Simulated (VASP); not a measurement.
# TePt (R-3m) in VASP: further runs

Runs on TePt. Level: PBEsol. Tasks: single point.

All numbers are computed with VASP 6.6.1; they aren't measurements. Logs are shortened: lines on timing, memory, paths and dates and some standing lists are left out, and cuts for length are marked.

## 1. The cell of the first run

It takes space group R-3m (No. 166, trigonal). The conventional cell has a = 3.964 Å, b = 3.964 Å, c = 19.833 Å, α = 90.00°, β = 90.00°, γ = 120.00°. Within 3.6 Å of Te (site symmetry 3m) lie 6 Pt at 2.60 to 3.52 Å and 3 Te at 3.54 Å. Pt (site symmetry 3m) has 6 Te at 2.60 to 3.52 Å and 3 Pt at 2.71 Å within 3.6 Å.

## 2. Single point, PBEsol

Input file POSCAR:

```
TePt
1.0
    1.9819542170      1.1442818007      6.6109067986
   -1.9819542170      1.1442818007      6.6109067986
    0.0000000000     -2.2885636014      6.6109067986
Te Pt
2 2
Direct
    0.5984785785      0.5984785785      0.5984785785
    0.4015214215      0.4015214215      0.4015214215
    0.8698131405      0.8698131405      0.8698131405
    0.1301868595      0.1301868595      0.1301868595
```

Input file INCAR.step1:

```
SYSTEM = TePt
PREC = Accurate
ENCUT = 520
EDIFF = 1E-7
ISMEAR = 0
SIGMA = 0.1
LREAL = .FALSE.
LASPH = .TRUE.
NELM = 80
ALGO = Normal
ISIF = 2
LWAVE = .FALSE.
LCHARG = .TRUE.
LMAXMIX = 4
GGA = PS
NBANDS = 24
```

Input file KPOINTS.step1:

```
Automatic mesh
0
G
  12 12 12
  0 0 0
```

Input file INCAR.step2:

```
SYSTEM = TePt
PREC = Accurate
ENCUT = 520
EDIFF = 1E-7
ISMEAR = -5
SIGMA = 0.1
LREAL = .FALSE.
LASPH = .TRUE.
NELM = 80
ALGO = Normal
ISIF = 2
LWAVE = .FALSE.
LCHARG = .FALSE.
LMAXMIX = 4
GGA = PS
LORBIT = 11
NBANDS = 24
NEDOS = 2001
ICHARG = 11
```

Input file KPOINTS.step2:

```
Automatic mesh
0
G
  18 18 18
  0 0 0
```

Potentials or basis: VASP PAW PBE potentials, release 64 (Te, Pt).

The run is started by

```bash
> cat potpaw_PBE.64/Te/POTCAR potpaw_PBE.64/Pt/POTCAR > POTCAR
> cp INCAR.step1 INCAR
> cp KPOINTS.step1 KPOINTS
> mpirun -np 1 vasp_std > vasp.out
> cp INCAR.step2 INCAR
> cp KPOINTS.step2 KPOINTS
> mpirun -np 1 vasp_std > vasp.out
```

OUTCAR:

```text
SYSTEM = TePt
   PREC = Accurate
   ENCUT = 520
   EDIFF = 1E-7
   ISMEAR = -5
   LREAL = .FALSE.
   LASPH = .TRUE.
   NELM = 80
   ISIF = 2
   GGA = PS
   LORBIT = 11
   ICHARG = 11

 ion  position               nearest neighbor table
   1  0.598  0.598  0.598-   3 2.60   3 2.60   3 2.60   4 3.52   4 3.52   4 3.52   2 3.54   2 3.54
                             2 3.54
   2  0.402  0.402  0.402-   4 2.60   4 2.60   4 2.60   3 3.52   3 3.52   3 3.52   1 3.54   1 3.54
                             1 3.54
   3  0.870  0.870  0.870-   1 2.60   1 2.60   1 2.60   4 2.71   4 2.71   4 2.71   2 3.52   2 3.52
                             2 3.52
   4  0.130  0.130  0.130-   2 2.60   2 2.60   2 2.60   3 2.71   3 2.71   3 2.71   1 3.52   1 3.52
                             1 3.52

  LATTYP: Found a trigonal (rhomboedric) cell.
 ALAT       =     6.9958281895
 COS(alpha) =     0.8394763739

  Lattice vectors:

 A1 = (   1.9819542170,   1.1442818007,   6.6109067986)
 A2 = (  -1.9819542170,   1.1442818007,   6.6109067986)
 A3 = (   0.0000000000,  -2.2885636014,   6.6109067986)

Analysis of symmetry for initial positions (statically):
=====================================================================
 Subroutine PRICEL returns:
 Original cell was already a primitive cell.

 Routine SETGRP: Setting up the symmetry group for a
 trigonal (rhombohedral) supercell.

 Subroutine GETGRP returns: Found 12 space group operations
 (whereof 12 operations were pure point group operations)
 out of a pool of 12 trial point group operations.

The static configuration has the point symmetry D_3d.

Analysis of symmetry for dynamics (positions and initial velocities):
=====================================================================
 Subroutine PRICEL returns:
 Original cell was already a primitive cell.

 Routine SETGRP: Setting up the symmetry group for a
 trigonal (rhombohedral) supercell.

 Subroutine GETGRP returns: Found 12 space group operations
 (whereof 12 operations were pure point group operations)
 out of a pool of 12 trial point group operations.

The dynamic configuration has the point symmetry D_3d.

 Subroutine INISYM returns: Found 12 space group operations
 (whereof 12 operations are pure point group operations),
 and found     1 'primitive' translations

----------------------------------------------------------------------------------------

                                     Primitive cell

  volume of cell :      89.9578

[... 97 lines left out ...]
   NSW    =      0    number of steps for IOM
   IBRION =     -1    ionic relax: 0-MD 1-quasi-New 2-CG
   NFREE  =      0    steps in history (QN), initial steepest desc. (CG)
   ISIF   =      2    stress and relaxation
   ISYM   =      2    0-nonsym 1-usesym 2-fastsym
   POTIM  = 0.5000    time-step for ionic-motion
   TEBEG  =    0.0;   TEEND  =   0.0 temperature during run
   PSTRESS=    0.0 pullay stress
   NELECT =      32.0000    total number of electrons
   NUPDOWN=      -1.0000    fix difference up-down
   EMIN   =  10.00;   EMAX   =-10.00  energy-range for DOS
   EFERMI =   0.00;   METHOD = LEGACY
   ISMEAR =    -5;   SIGMA  =   0.10  broadening in eV -4-tet -1-fermi 0-gaus
   EFERMI_NEDOS =   21; number of points for ismear=-14 and -15
   IALGO  =     38    algorithm
   IMIX   =      4    mixing-type and parameters
     AMIX     =   0.40;   BMIX     =  1.00
     AMIX_MAG =   1.60;   BMIX_MAG =  1.00
  volume/ion in A,a.u.               =      22.49       151.77
  Fermi-wavevector in a.u.,A,eV,Ry     =   1.159966  2.192018 18.306921  1.345521
  Thomas-Fermi vector in A             =   2.296553
   LORBIT       =     11    0 simple, 1 ext, 2 COOP (PROOUT), +10 PAW based schemes
   GGA     = PS    functional components
   LHFCALC =     F    Hartree Fock is set to
   AEXX    =    0.0000 exact exchange contribution
   IVDW    =     0    specifies the selected vdW correction
   LEPSILON=     F    determine dielectric tensor
   LRPA    =     F    only Hartree local field effects (RPA)
 non-spin polarized calculation
 Fermi weights with tetrahedron method with Bloechl corrections
  energy-cutoff  :      520.00
  volume of cell :       89.96
 maximum number of plane-waves:      2454
 NGX is ok and might be reduce to    54

 number of electron      31.9999999 magnetization

 Free energy of the ion-electron system (eV)
  ---------------------------------------------------
  ext. energy  EPLUGINS =         0.00000000
  ---------------------------------------------------
  free energy    TOTEN  =       -22.35867167 eV

  energy without entropy =      -22.35867167  energy(sigma->0) =      -22.35867167

 E-fermi :   8.3689     XC(G=0): -11.0826

 val. band max:        8.4046535860   @ k =   0.3333   0.1667  -0.0000
 cond. band min:       8.3264639320   @ k =  -0.3889   0.3333   0.3333
 fundamental gap:     -0.0781896540
 Fermi energy:         8.3689298115

 k-point     1 :       0.0000    0.0000    0.0000
  band No.  band energies     occupation
      1      -5.0052      2.00000
      2      -3.3810      2.00000
      3       1.4947      2.00000
      4       2.8487      2.00000
      5       2.8487      2.00000
      6       3.5361      2.00000
[... 637 lines left out ...]
     23      15.5298      0.00000
     24      16.2750      0.00000

 [... further k-points ...]
[... 5 lines left out ...]
  --------------------------------------------------------------------------------------
  -------------------------------------------------------------------------------------
  Total       -0.0773768     -0.0773768      0.0336119      0.0000000      0.0000000      0.0000000
  in kB       -1.3781058     -1.3781058      0.5986393      0.0000000      0.0000000      0.0000000
  external PRESSURE =      -0.7191908 kB  Pullay stress =       0.0000000 kB

 VOLUME and BASIS-vectors are now :
 -----------------------------------------------------------------------------
  energy-cutoff  :      520.00
  volume of cell :       89.96
      direct lattice vectors                 reciprocal lattice vectors
     1.981954217  1.144281801  6.610906799     0.252276261  0.145651767  0.050421726
    -1.981954217  1.144281801  6.610906799    -0.252276261  0.145651767  0.050421726
     0.000000000 -2.288563601  6.610906799     0.000000000 -0.291303535  0.050421726

 POSITION                                       TOTAL-FORCE (eV/Angst)
 -----------------------------------------------------------------------------------
      0.00000      0.00000     11.86946         0.000000      0.000000     -0.025538
      0.00000      0.00000      7.96326         0.000000      0.000000      0.025538
      0.00000      0.00000     17.25076         0.000000      0.000000      0.014708
      0.00000      0.00000      2.58196         0.000000      0.000000     -0.014708
 -----------------------------------------------------------------------------------
    total drift:                                0.000000      0.000000     -0.000000

  FREE ENERGIE OF THE ION-ELECTRON SYSTEM (eV)
  ---------------------------------------------------
  free  energy   TOTEN  =       -22.3586716652 eV

  energy  without entropy=      -22.3586716652  energy(sigma->0) =      -22.35867167

 total charge

# of ion       s       p       d       tot
------------------------------------------
    1        1.392   1.843   0.090   3.325
    2        1.392   1.843   0.090   3.325
    3        0.684   0.594   8.139   9.417
    4        0.684   0.594   8.139   9.417
--------------------------------------------------
tot          4.152   4.874  16.457  25.484
```

It took 34 min on 1 thread of Intel Xeon 6975P-C (Granite Rapids), shared host; peak memory 1.2 GiB.

Results:

| Item | Value |
| --- | --- |
| Valence electrons inside the program's atomic spheres | Te 3.33; Pt 9.42 |

Levels at points of the mesh, in eV from the Fermi level:
```
           k point  band 12  band 13  band 14  band 15  band 16  band 17  band 18  band 19  band 20  band 21
(0.00, 0.00, 0.00)    -1.91    -1.70     0.64     0.64     0.91     1.25     2.88     2.88     4.59     6.13
(0.50, 0.00, 0.00)    -2.52    -2.48    -1.96    -1.79    -1.05     0.36     1.34     1.98     3.79     4.79
(0.50, 0.50, 0.00)    -2.47    -2.45    -1.78    -1.73    -1.35    -1.12     2.60     3.91     4.77     5.50
(0.50, 0.50, 0.50)    -1.89    -1.65    -1.62     1.24     1.24     1.92     1.92     3.53     4.54     4.75
```

Caveat: the PAW data sets were made with another functional, which shifts forces and pressure a little; spin-orbit coupling is left out, which moves the levels of the heavy elements.

## 3. Single point, PBEsol

Input file POSCAR:

```
TePt
1.0
    1.9819542269      1.1442818064      6.6109067877
   -1.9819542269      1.1442818064      6.6109067877
    0.0000000000     -2.2885636129      6.6109067877
Te Pt
2 2
Direct
    0.5984785781      0.5984785781      0.5984785781
    0.4015214219      0.4015214219      0.4015214219
    0.8698131400      0.8698131400      0.8698131400
    0.1301868600      0.1301868600      0.1301868600
```

INCAR.step1 is that of step 2.

KPOINTS.step1 is that of step 2.

INCAR.step2 is that of step 2.

KPOINTS.step2 is that of step 2.

Potentials or basis: VASP PAW PBE potentials, release 64 (Te, Pt).

The run is started by

```bash
> cat potpaw_PBE.64/Te/POTCAR potpaw_PBE.64/Pt/POTCAR > POTCAR
> cp INCAR.step1 INCAR
> cp KPOINTS.step1 KPOINTS
> mpirun -np 1 vasp_std > vasp.out
> cp INCAR.step2 INCAR
> cp KPOINTS.step2 KPOINTS
> mpirun -np 1 vasp_std > vasp.out
```

OUTCAR:

```text
SYSTEM = TePt
   PREC = Accurate
   ENCUT = 520
   EDIFF = 1E-7
   ISMEAR = -5
   LREAL = .FALSE.
   LASPH = .TRUE.
   NELM = 80
   ISIF = 2
   GGA = PS
   LORBIT = 11
   ICHARG = 11

 ion  position               nearest neighbor table
   1  0.598  0.598  0.598-   3 2.60   3 2.60   3 2.60   4 3.52   4 3.52   4 3.52   2 3.54   2 3.54
                             2 3.54
   2  0.402  0.402  0.402-   4 2.60   4 2.60   4 2.60   3 3.52   3 3.52   3 3.52   1 3.54   1 3.54
                             1 3.54
   3  0.870  0.870  0.870-   1 2.60   1 2.60   1 2.60   4 2.71   4 2.71   4 2.71   2 3.52   2 3.52
                             2 3.52
   4  0.130  0.130  0.130-   2 2.60   2 2.60   2 2.60   3 2.71   3 2.71   3 2.71   1 3.52   1 3.52
                             1 3.52

  LATTYP: Found a trigonal (rhomboedric) cell.
 ALAT       =     6.9958281830
 COS(alpha) =     0.8394763720

  Lattice vectors:

 A1 = (   1.9819542269,   1.1442818064,   6.6109067877)
 A2 = (  -1.9819542269,   1.1442818064,   6.6109067877)
 A3 = (   0.0000000000,  -2.2885636129,   6.6109067877)

Analysis of symmetry for initial positions (statically):
=====================================================================
 Subroutine PRICEL returns:
 Original cell was already a primitive cell.

 Routine SETGRP: Setting up the symmetry group for a
 trigonal (rhombohedral) supercell.

 Subroutine GETGRP returns: Found 12 space group operations
 (whereof 12 operations were pure point group operations)
 out of a pool of 12 trial point group operations.

The static configuration has the point symmetry D_3d.

Analysis of symmetry for dynamics (positions and initial velocities):
=====================================================================
 Subroutine PRICEL returns:
 Original cell was already a primitive cell.

 Routine SETGRP: Setting up the symmetry group for a
 trigonal (rhombohedral) supercell.

 Subroutine GETGRP returns: Found 12 space group operations
 (whereof 12 operations were pure point group operations)
 out of a pool of 12 trial point group operations.

The dynamic configuration has the point symmetry D_3d.

 Subroutine INISYM returns: Found 12 space group operations
 (whereof 12 operations are pure point group operations),
 and found     1 'primitive' translations

----------------------------------------------------------------------------------------

                                     Primitive cell

  volume of cell :      89.9578

  direct lattice vectors                    reciprocal lattice vectors
     1.981954227  1.144281806  6.610906788     0.252276260  0.145651767  0.050421726
    -1.981954227  1.144281806  6.610906788    -0.252276260  0.145651767  0.050421726
     0.000000000 -2.288563613  6.610906788     0.000000000 -0.291303533  0.050421726

  length of vectors
     6.995828183  6.995828183  6.995828183     0.295635077  0.295635077  0.295635077

  position of ions in fractional coordinates (direct lattice)
     0.598478578  0.598478578  0.598478578
     0.401521422  0.401521422  0.401521422
     0.869813140  0.869813140  0.869813140
     0.130186860  0.130186860  0.130186860

  ion indices of the primitive-cell ions
   primitive index   ion index
                 1           1
                 2           2
[... 35 lines left out ...]
  0.111111  0.000000 -0.000000      6.000000
  0.166667  0.000000  0.000000      6.000000
  0.222222 -0.000000  0.000000      6.000000
  0.277778  0.000000 -0.000000      6.000000
[... 16 lines left out ...]
 -0.277778  0.055556  0.000000     12.000000
 -0.222222  0.055556 -0.000000     12.000000
 [... further k-points ...]
   k-points           NKPTS =    580   k-points in BZ     NKDIM =    580   number of bands    NBANDS=     24
   number of dos      NEDOS =   2001   number of ions     NIONS =      4
   total plane-waves  NPLWV = 157464
   dimension x,y,z NGX =    54 NGY =   54 NGZ =   54
   dimension x,y,z NGXF=   108 NGYF=  108 NGZF=  108
   ions per type =               2   2
   NGX,Y,Z   is equivalent  to a cutoff of  12.83, 12.83, 12.83 a.u.
   NGXF,Y,Z  is equivalent  to a cutoff of  25.66, 25.66, 25.66 a.u.
 SYSTEM =  TePt
   PREC   = accura    normal or accurate (medium, high low for compatibility)
   ISTART =      0    job   : 0-new  1-cont  2-samecut
   ICHARG =     11    charge: 1-file 2-atom 10-const
   ISPIN  =      1    spin polarized calculation?
   LNONCOLLINEAR =      F non collinear calculations
   LSORBIT =      F    spin-orbit coupling
   LASPH  =      T    aspherical Exc in radial PAW
   ENCUT  =  520.0 eV  38.22 Ry    6.18 a.u.  13.01 13.01 13.01*2*pi/ulx,y,z
   NELM   =     80;   NELMIN=  2; NELMDL=  0     # of ELM steps
   EDIFF  = 0.1E-06   stopping-criterion for ELM
   LREAL  =      F    real-space projection
   EDIFFG = 0.1E-05   stopping-criterion for IOM
   NSW    =      0    number of steps for IOM
   IBRION =     -1    ionic relax: 0-MD 1-quasi-New 2-CG
   NFREE  =      0    steps in history (QN), initial steepest desc. (CG)
   ISIF   =      2    stress and relaxation
   ISYM   =      2    0-nonsym 1-usesym 2-fastsym
   POTIM  = 0.5000    time-step for ionic-motion
   TEBEG  =    0.0;   TEEND  =   0.0 temperature during run
   PSTRESS=    0.0 pullay stress
   NELECT =      32.0000    total number of electrons
   NUPDOWN=      -1.0000    fix difference up-down
   EMIN   =  10.00;   EMAX   =-10.00  energy-range for DOS
   EFERMI =   0.00;   METHOD = LEGACY
   ISMEAR =    -5;   SIGMA  =   0.10  broadening in eV -4-tet -1-fermi 0-gaus
   EFERMI_NEDOS =   21; number of points for ismear=-14 and -15
   IALGO  =     38    algorithm
   IMIX   =      4    mixing-type and parameters
     AMIX     =   0.40;   BMIX     =  1.00
     AMIX_MAG =   1.60;   BMIX_MAG =  1.00
  volume/ion in A,a.u.               =      22.49       151.77
  Fermi-wavevector in a.u.,A,eV,Ry     =   1.159966  2.192018 18.306920  1.345521
  Thomas-Fermi vector in A             =   2.296553
   LORBIT       =     11    0 simple, 1 ext, 2 COOP (PROOUT), +10 PAW based schemes
   GGA     = PS    functional components
   LHFCALC =     F    Hartree Fock is set to
   AEXX    =    0.0000 exact exchange contribution
   IVDW    =     0    specifies the selected vdW correction
   LEPSILON=     F    determine dielectric tensor
   LRPA    =     F    only Hartree local field effects (RPA)
 non-spin polarized calculation
 Fermi weights with tetrahedron method with Bloechl corrections
  energy-cutoff  :      520.00
  volume of cell :       89.96
 maximum number of plane-waves:      2454
 NGX is ok and might be reduce to    54

 number of electron      31.9999999 magnetization

 Free energy of the ion-electron system (eV)
  ---------------------------------------------------
  ext. energy  EPLUGINS =         0.00000000
  ---------------------------------------------------
  free energy    TOTEN  =       -22.35867166 eV

  energy without entropy =      -22.35867166  energy(sigma->0) =      -22.35867166

 E-fermi :   8.3689     XC(G=0): -11.0826

 val. band max:        8.4046536098   @ k =   0.3333   0.1667   0.0000
 cond. band min:       8.3264639832   @ k =  -0.3889   0.3333   0.3333
 fundamental gap:     -0.0781896265
 Fermi energy:         8.3689297863

 k-point     1 :       0.0000    0.0000    0.0000
  band No.  band energies     occupation
      1      -5.0052      2.00000
      2      -3.3810      2.00000
      3       1.4947      2.00000
      4       2.8487      2.00000
      5       2.8487      2.00000
      6       3.5361      2.00000
[... 637 lines left out ...]
     23      15.5298      0.00000
     24      16.2750      0.00000

 [... further k-points ...]
[... 5 lines left out ...]
  --------------------------------------------------------------------------------------
  -------------------------------------------------------------------------------------
  Total       -0.0773817     -0.0773817      0.0335993      0.0000000     -0.0000000      0.0000000
  in kB       -1.3781920     -1.3781920      0.5984139      0.0000000     -0.0000000      0.0000000
  external PRESSURE =      -0.7193234 kB  Pullay stress =       0.0000000 kB

 VOLUME and BASIS-vectors are now :
 -----------------------------------------------------------------------------
  energy-cutoff  :      520.00
  volume of cell :       89.96
      direct lattice vectors                 reciprocal lattice vectors
     1.981954227  1.144281806  6.610906788     0.252276260  0.145651767  0.050421726
    -1.981954227  1.144281806  6.610906788    -0.252276260  0.145651767  0.050421726
     0.000000000 -2.288563613  6.610906788     0.000000000 -0.291303533  0.050421726

 POSITION                                       TOTAL-FORCE (eV/Angst)
 -----------------------------------------------------------------------------------
      0.00000     -0.00000     11.86946         0.000000      0.000000     -0.025538
      0.00000     -0.00000      7.96326         0.000000     -0.000000      0.025538
      0.00000     -0.00000     17.25076         0.000000     -0.000000      0.014708
      0.00000     -0.00000      2.58196         0.000000      0.000000     -0.014708
 -----------------------------------------------------------------------------------
    total drift:                                0.000000      0.000000     -0.000000

  FREE ENERGIE OF THE ION-ELECTRON SYSTEM (eV)
  ---------------------------------------------------
  free  energy   TOTEN  =       -22.3586716626 eV

  energy  without entropy=      -22.3586716626  energy(sigma->0) =      -22.35867166

 total charge

# of ion       s       p       d       tot
------------------------------------------
    1        1.392   1.843   0.090   3.325
    2        1.392   1.843   0.090   3.325
    3        0.684   0.594   8.139   9.417
    4        0.684   0.594   8.139   9.417
--------------------------------------------------
tot          4.152   4.874  16.457  25.484
```

It took 57 min on 1 thread of Oxide Virtual Turin-like, shared host; peak memory 1.2 GiB.

Results:

```yaml
Valence_electrons_inside_the_program's_atomic_spheres: Te 3.33; Pt 9.42
```

Levels at points of the mesh, in eV from the Fermi level:
```
           k point  band 13  band 14  band 15  band 16  band 17  band 18  band 19  band 20
(0.00, 0.00, 0.00)    -1.70     0.64     0.64     0.91     1.25     2.88     2.88     4.59
(0.50, 0.00, 0.00)    -2.48    -1.96    -1.79    -1.05     0.36     1.34     1.98     3.79
(0.50, 0.50, 0.00)    -2.45    -1.78    -1.73    -1.35    -1.12     2.60     3.91     4.77
(0.50, 0.50, 0.50)    -1.65    -1.62     1.24     1.24     1.92     1.92     3.53     4.54
```

Caveat: the PAW data sets were made with another functional, which shifts forces and pressure a little; spin-orbit coupling is left out, which moves the levels of the heavy elements.
